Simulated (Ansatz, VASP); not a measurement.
# Two plane-wave programs on BiTe

The input INCAR:

```
ALGO = Normal
EDIFF = 1E-7
ENCUT = 520
GGA = PE
ISIF = 2
ISMEAR = 0
LASPH = T
LCHARG = F
LREAL = F
LWAVE = F
NBANDS = 18
NELM = 100
PREC = Accurate
SIGMA = 0.1
```

File KPOINTS:

```
k-points
0
Gamma
  8 8 8
```

POSCAR

```
BiTe
1.0
    0.0000000000      3.3595436839      3.3595436839
    3.3595436839      0.0000000000      3.3595436839
    3.3595436839      3.3595436839      0.0000000000
Bi Te
1 1
Direct
    0.0000000000      0.0000000000      0.0000000000
    0.5000000000      0.5000000000      0.5000000000
```

Input for Ansatz:

```yaml
crystal:
  lattice:
    - [0.0, 3.3595436838976642, 3.3595436838976642]
    - [3.3595436838976642, 0.0, 3.3595436838976642]
    - [3.3595436838976642, 3.3595436838976642, 0.0]
  atoms:
    - { symbol: Bi, position: [0.0, 0.0, 0.0] }
    - { symbol: Te, position: [0.5, 0.5, 0.5] }
basis:
  ecutwfc: 435.382179935808
kpoints:
  mp_grid:
    grid: [8, 8, 8]
hamiltonian:
  xc: pbe
scf:
  max_iter: 75
  occupations:
    method: gaussian
    width: 0.1
output:
  stress: true
```

Alike in both runs: task single point; functional PBE; k mesh 8 × 8 × 8; occupations gaussian, width 0.1 eV; no spin polarisation.

|  | VASP | Ansatz |
| --- | --- | --- |
| version | VASP 6.6.1 | Ansatz 0.2.0 |
| potentials or method | VASP PAW PBE potentials, release 64 (Bi_d, Te), cutoff 520 eV | plane waves, PAW |
| valence electrons in the cell | 21 | 31 |

```csv
,VASP,Ansatz,Ansatz less VASP
pressure (GPa),-3.8,-3.7,+0.07
```

The functional is the same, so the differences come from potentials, cutoffs and numerics. VASP's potentials hold 21 valence electrons a cell and Ansatz's 31, so a difference there can come from the potentials and not from the codes.

Spin-orbit coupling is off throughout.
